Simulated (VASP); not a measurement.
KCl: single point with r2SCAN

The system is KCl.

```
K Cl
1.0
    -0.08533    3.12242    3.12242
     3.12242   -0.08533    3.12242
     3.12242    3.12242   -0.08533
K Cl
1 1
Cartesian
  0.0000 0.0000 0.0000
  3.0798 3.0798 3.0798
```

This cell differs from its parent crystal: epitaxial 111 strain +2.0%.

| Quantity | Value |
| --- | --- |
| Program | VASP 6.6.1 |
| Task | single point |
| Functional | r2SCAN |
| Potentials or basis | VASP PAW PBE potentials, release 64 (K_sv, Cl) |
| Cutoff | 520 eV |
| k mesh | 8 × 8 × 8 |
| Occupations | gaussian, width 0.01 eV |
| Spin | no spin polarisation |
| Dipole correction | no |
| Further INCAR settings | ALGO = Normal; EDIFF = 1e-07; NBANDS = 15 |

| Item | Value |
| --- | --- |
| Pressure | -0.4 GPa |
| Band gap on the k mesh | 5.71 eV, direct |

Stress tensor (GPa, compression positive):
```
-0.36  0.16  0.16
 0.16 -0.36  0.16
 0.16  0.16 -0.36
```

Levels at points of the mesh, in eV from the valence-band top:
| k point | band 6 | band 7 | band 8 | band 9 | band 10 | band 11 |
| --- | --- | --- | --- | --- | --- | --- |
| (0.00, 0.00, 0.00) | -0.07 | -0.07 | 0.00 | 5.71 | 8.86 | 8.86 |
| (0.50, 0.00, 0.00) | -1.07 | -0.37 | -0.30 | 8.04 | 9.06 | 11.03 |
| (0.50, 0.50, 0.00) | -0.71 | -0.31 | -0.24 | 6.99 | 9.07 | 10.53 |
| (0.50, 0.50, 0.50) | -1.05 | -0.41 | -0.41 | 8.02 | 9.25 | 11.30 |

Run time: 3.7 min on 1 thread of Intel(R) Xeon(R) Platinum 8375C CPU @ 2.90GHz (Ice Lake), on a shared host, peak memory 0.24 GiB.

Caveat: the cell differs from its parent crystal (epitaxial 111 strain +2.0%); the PAW data sets were made with another functional, which shifts forces and pressure a little. A k mesh can miss the band edges.
